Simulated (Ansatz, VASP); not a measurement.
**Hg: VASP beside Ansatz**

File INCAR:

```
AGGAC = 1.0
AGGAX = 1.0
ALDAC = 0.0
ALDAX = 1.0
ALGO = Normal
EDIFF = 1E-6
ENCUT = 520
GGA = B5
GGA_COMPAT = F
ISIF = 2
ISMEAR = 1
LASPH = T
LCHARG = T
LORBIT = 11
LORBMOM = T
LREAL = F
LSORBIT = T
LVHAR = T
LWAVE = F
MAGMOM = 0 0 0 0 0 0
NBANDS = 36
NELM = 150
PREC = Accurate
SIGMA = 0.2
```

Contents of KPOINTS:

```
k-points
0
Gamma
  7 7 4
```

File POSCAR:

```
Hg
1.0
    3.4618096384      0.0000000000      0.0000000000
   -1.7309048192      2.9980150899      0.0000000000
    0.0000000000      0.0000000000      5.4875482800
Hg
2
Direct
    0.3333333333      0.6666666667      0.2500000000
    0.6666666667      0.3333333333      0.7500000000
```

Contents of input.yaml:

```yaml
crystal:
  lattice:
    - [3.4618096384, 0.0, 0.0]
    - [-1.7309048192, 2.9980150899, 0.0]
    - [0.0, 0.0, 5.48754828]
  atoms:
    - { symbol: Hg, position: [0.3333333333, 0.6666666667, 0.25] }
    - { symbol: Hg, position: [0.6666666667, 0.3333333333, 0.75] }
hamiltonian:
  xc: blyp
  pseudopotentials: { kind: paw_fr }
magnetization:
  noncollinear: true
  spin_orbit: true
kpoints:
  mp_grid: { grid: [7, 7, 4] }
scf:
  occupations: { method: methfessel_paxton, width: 0.2 }
output:
  forces: true
  stress: true
  eigenvalues: true
```

Alike in both runs: task single point; functional BLYP; k mesh 7 × 7 × 4; occupations methfessel-paxton of order 1, width 0.2 eV; non-collinear spin, spin-orbit coupling.

|  | VASP | Ansatz |
| --- | --- | --- |
| version | VASP 6.6.1 | Ansatz 0.2.0 |
| potentials or method | VASP PAW PBE potentials, release 64 (Hg) | Ansatz PAW |
| plane-wave cutoff (eV) | 520 | 420 |
| valence electrons in the cell | 24 | 40 |

VASP gave:

- pressure (GPa): 4.7
- traceless stress, the component that is largest in VASP (GPa): 0.24
- net moment per atom (μB): 0.00

**Question.** What did Ansatz give for the same quantities?

**Answer.** Pressure (GPa): 4.3; traceless stress, the component that is largest in VASP (GPa): 0.21; net moment per atom (μB): 0.00.

VASP's potentials were made for PBE, not for BLYP. VASP's potentials hold 24 valence electrons a cell and Ansatz's 40, so a difference there can come from the potentials and not from the codes.
